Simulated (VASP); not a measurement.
Set up this calculation in VASP 6.6.1, as the native input.

| Quantity | Value |
| --- | --- |
| Task | single point |
| Functional | PBE |
| Potentials or basis | VASP PAW PBE potentials, release 64 (Te) |
| Cutoff | 520 eV |
| k mesh | 5 × 5 × 4 |
| Occupations | methfessel-paxton, width 0.1 eV |
| Spin | no spin polarisation |
| Dipole correction | no |
| Further INCAR settings | ALGO = Normal; EDIFF = 1e-06; NBANDS = 16 |

The structure of Te lies in POSCAR:

```
Te
1.0
    4.7130170000      0.0000000000      0.0000000000
   -2.3565090000      4.0815940000      0.0000000000
    0.0000000000      0.0000000000      5.3496200000
Te
3
Direct
    0.2254000000      0.0000000000      0.3333300000
    0.0000000000      0.2254000000      0.6666600000
    0.7746000000      0.7746000000      0.0000000000
```

The input as run:

INCAR

```
PREC     = Accurate       # precision mode
ENCUT    = 520            # plane-wave cutoff, eV
EDIFF    = 1E-6           # SCF threshold, eV
ISMEAR   = 1              # smearing method
SIGMA    = 0.1            # smearing width, eV
LREAL    = F              # projectors in reciprocal space
LASPH    = T              # aspherical terms in the spheres
NELM     = 80             # most SCF steps
ALGO     = Normal         # electronic algorithm
ISIF     = 2              # what is computed and relaxed
LWAVE    = F              # write WAVECAR
LCHARG   = T              # write CHGCAR
GGA      = PE             # functional
LELF     = T              # ELF
LVHAR    = T            
NBANDS   = 16             # bands
```

KPOINTS

```
regular mesh
0
Gamma
  5 5 4
```

Potentials or basis: VASP PAW PBE potentials, release 64 (Te).

Run with:

```console
$ cat potpaw_PBE.64/Te/POTCAR > POTCAR
$ mpirun -np 1 vasp_std > vasp.out
```

Results of the run:

| Item | Value |
| --- | --- |
| Pressure | 13.4 GPa |
| Largest force | 3.426 eV/Å |
| Band gap on the k mesh | 0.85 eV (least direct gap 1.24 eV) |

Caveat: the stress differs along the axes, from 11 to 19 GPa; spin-orbit coupling is left out, which moves the levels of the heavy elements; forces of over 1 eV/Å act on the atoms, so gaps and moduli don't describe the material at rest.

Run time: 78 s on 1 thread of AMD EPYC 7R13 (shared host), peak memory 0.2 GiB.
